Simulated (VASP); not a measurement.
A run of VASP 6.6.1 is set up as follows.

Contents of INCAR:

```
SYSTEM = Zn4HO4
PREC = Accurate
ENCUT = 1000
EDIFF = 1E-6
ISMEAR = 0
SIGMA = 0.05
LREAL = .False.
LASPH = .True.
NELM = 120
ALGO = Normal
ISIF = 2
LWAVE = .False.
LCHARG = .False.
GGA = PS
NBANDS = 46
GGA_COMPAT = .False.
```

KPOINTS

```
regular mesh
0
Gamma
  4 4 8
  0 0 0
```

The input POSCAR:

```
Zn4HO4
1.0
    5.5148137916      0.0000000000      0.0000000000
    0.0000000000      5.5148137916      0.0000000000
    0.0000000000      0.0000000000      3.2430062931
Zn O H
4 4 1
Direct
    0.1820657240      0.1820657240      0.5000000000
    0.8179342760      0.8179342760      0.5000000000
    0.6820657240      0.3179342760      0.0000000000
    0.3179342760      0.6820657240      0.0000000000
    0.8180023132      0.1819976868      0.5000000000
    0.1819976868      0.8180023132      0.5000000000
    0.6819976868      0.6819976868      0.0000000000
    0.3180023132      0.3180023132      0.0000000000
    1.0000405349     -0.0180023132      0.3000000000
```

Potentials or basis: VASP PAW PBE potentials, release 64 (Zn, O_h, H_h).

Run with:

```console
$ cat potpaw_PBE.64/Zn/POTCAR potpaw_PBE.64/O_h/POTCAR potpaw_PBE.64/H_h/POTCAR > POTCAR
$ mpirun -np 1 vasp_std > vasp.out
```

Estimate the band gap on the k mesh.

zero (an odd number of electrons rules out a gap without spin polarisation).

Estimate the pressure.

10.9 GPa.

Predict the largest force.

3.289 eV/Å.

Forces on the atoms (eV/Å):
```
Zn   1.323  1.604  0.770
Zn  -2.301 -1.930  1.342
Zn  -0.176  0.158  0.022
Zn   0.293 -0.311  0.033
O   -0.567  0.687  0.193
O    0.765 -0.617  0.144
O   -0.104 -0.074 -0.303
O    0.030  0.054 -0.197
H    0.738  0.429 -2.005
```

Caveat: the PAW data sets were made with another functional, which shifts forces and pressure a little; an odd number of electrons without spin polarisation forces a metal; a magnetic or distorted state may lie lower.
